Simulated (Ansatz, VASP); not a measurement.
# Mg in VASP and in Ansatz

```xyz
1
Lattice="-1.4617 1.4765 1.4765 1.4765 -1.4617 1.4765 1.4765 1.4765 -1.4617" Properties=species:S:1:pos:R:3 pbc="T T T"
Mg    0.0000    0.0000    0.0000
```

Change from the starting cell: equal xy, yz and zx shear strains of +1 %, crystal datasets.

Alike in both runs: task electric field gradients; functional PBEsol; k mesh 16 × 16 × 16; occupations fermi-dirac, width 0.05 eV; no spin polarisation.

```csv
,VASP,Ansatz
version,VASP 6.6.1,Ansatz 0.2.0
potentials or method,"VASP PAW PBE potentials, release 64 (Mg), cutoff 520 eV","all-electron PAW with datasets made for the crystal, scalar-relativistic"
```

|  | VASP | Ansatz | Ansatz less VASP |
| --- | --- | --- | --- |
| pressure (GPa) | 61.5 | 60.1 | -1.34 |
| traceless stress, the component that is largest in VASP (GPa) | -1.18 | -1.16 | +0.018 |
| size of Vzz on the site where it differs most (V/Å²) | 0.5 | 0.1 | -0.33 |

VASP's potentials were made for PBE, not for PBEsol. Both programs put the cell under a high pressure, so it lies far from rest at this level. Ansatz ran all-electron here, and VASP with PAW potentials.

Noted on VASP's run: the cell as given lies far from equilibrium.
